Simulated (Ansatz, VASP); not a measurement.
# One calculation of Co, two programs

```xyz
1
Lattice="0.0000 1.7419 1.7419 1.7419 0.0000 1.7419 1.7419 1.7419 0.0000" Properties=species:S:1:pos:R:3 pbc="T T T"
Co    0.0000    0.0000    0.0000
```

Change from the starting cell: volume scaled by 0.975.

Alike in both runs: task single point; functional PBE; k mesh 18 × 18 × 18; occupations fermi-dirac, width 0.05 eV; collinear spin.

|  | VASP | Ansatz |
| --- | --- | --- |
| version | VASP 6.6.1 | Ansatz 0.2.0 |
| potentials or method | VASP PAW PBE potentials, release 64 (Co), cutoff 520 eV | all-electron LAPW, scalar-relativistic |

Ansatz gave:

* pressure (GPa): 7.0
* net moment per atom (μB): 1.62
* size of the moment on the site where the two differ most (μB): 1.67

Q: Which values does VASP return?

A: Pressure (GPa): 6.3; net moment per atom (μB): 1.62; size of the moment on the site where the two differ most (μB): 1.63.

Site moments also hang on the region over which each program counts them. Ansatz ran all-electron here, and VASP with PAW potentials.
